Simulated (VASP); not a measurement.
A run of VASP 6.6.1 is set up as follows.

The input INCAR:

```
PREC = Accurate
ENCUT = 520
EDIFF = 1E-7
ISMEAR = -1
SIGMA = 0.08
LREAL = False
LASPH = True
NELM = 100
ALGO = Normal
ISIF = 2
LWAVE = False
LCHARG = False
NBANDS = 9
```

File KPOINTS:

```
Automatic mesh
0
Gamma
  16 16 16
```

The input POSCAR:

```
S
1.0
    0.0000000000      1.9457338642      1.9457338642
    1.9457338642      0.0000000000      1.9457338642
    1.9457338642      1.9457338642      0.0000000000
S
1
Direct
    0.0000000000      0.0000000000      0.0000000000
```

Potentials or basis: VASP PAW LDA potentials, release 64 (S).

Launch:

```bash
$ cat potpaw_LDA.64/S/POTCAR > POTCAR
$ mpirun -np 1 vasp_std > vasp.out
```

Problem. Estimate the pressure.

Solution. 0.0 GPa.

Problem. Predict the band gap on the k mesh.

Solution. Zero (band 3 reaches 12.01 eV, above the bottom of band 4 at 5.54 eV).
